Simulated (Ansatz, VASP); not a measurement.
## Two plane-wave programs on AlRh

Contents of INCAR:

```
ALGO = Normal
EDIFF = 1E-7
EDIFFG = -0.002
ENCUT = 500
GGA_COMPAT = False
IBRION = 2
ISIF = 3
ISMEAR = 0
LASPH = True
LCHARG = False
LREAL = False
LWAVE = False
NELM = 120
NELMIN = 4
NSW = 100
PREC = Accurate
SIGMA = 0.1
```

KPOINTS

```
k-points
0
Gamma
  14 14 14
```

POSCAR

```
AlRh
1.0
    2.9600000000      0.0000000000      0.0000000000
    0.0000000000      2.9600000000      0.0000000000
    0.0000000000      0.0000000000      2.9600000000
Rh Al
1 1
Direct
    0.0000000000      0.0000000000      0.0000000000
    0.5000000000      0.5000000000      0.5000000000
```

Input for Ansatz:

```yaml
crystal:
  lattice:
    - [2.96, 0.0, 0.0]
    - [0.0, 2.96, 0.0]
    - [0.0, 0.0, 2.96]
  atoms:
    - { symbol: Rh, position: [0.0, 0.0, 0.0] }
    - { symbol: Al, position: [0.5, 0.5, 0.5] }
basis:
  ecutwfc: 420
kpoints:
  mp_grid: { grid: [14, 14, 14] }
hamiltonian:
  xc: lda
  pseudopotentials: { kind: paw, azcp: { folder: soft_1 } }
scf:
  occupations: { method: gaussian, width: 0.1 }
output:
  forces: true
  stress: true
  eigenvalues: true
relax:
  adjacent_minimum: "off"
  f_tol: 0.002
  max_steps: 80
  cell: { stress_tol: 0.02 }
```

Alike in both runs: task relaxation of cell and atoms; functional LDA; k mesh 14 × 14 × 14; occupations gaussian, width 0.1 eV; no spin polarisation.

|  | VASP | Ansatz |
| --- | --- | --- |
| version | VASP 6.6.1 | Ansatz 0.2.0 |
| potentials or method | VASP PAW LDA potentials, release 64 (Rh_pv, Al), cutoff 500 eV | scalar-relativistic, plane waves, PAW |
| valence electrons in the cell | 18 | 20 |

|  | VASP | Ansatz | Ansatz less VASP |
| --- | --- | --- | --- |
| gap on the k mesh at the Fermi level, each at its own relaxed structure (eV) | none | none | - |
| relaxed volume (Å³/atom) | 12.85 | 12.82 | -0.039 |
| relaxed cell length with the largest relative difference (Å) | 2.951 | 2.948 | -0.0030 |

Ansatz warns that its potentials were made for another functional, while VASP's fit it. LDA's correlation is that of Perdew and Zunger in VASP and of Perdew and Wang (1992) in Ansatz. A gap of «none» marks a metal or a gap that the smearing closes. VASP's potentials hold 18 valence electrons a cell and Ansatz's 20, so a difference there can come from the potentials and not from the codes.
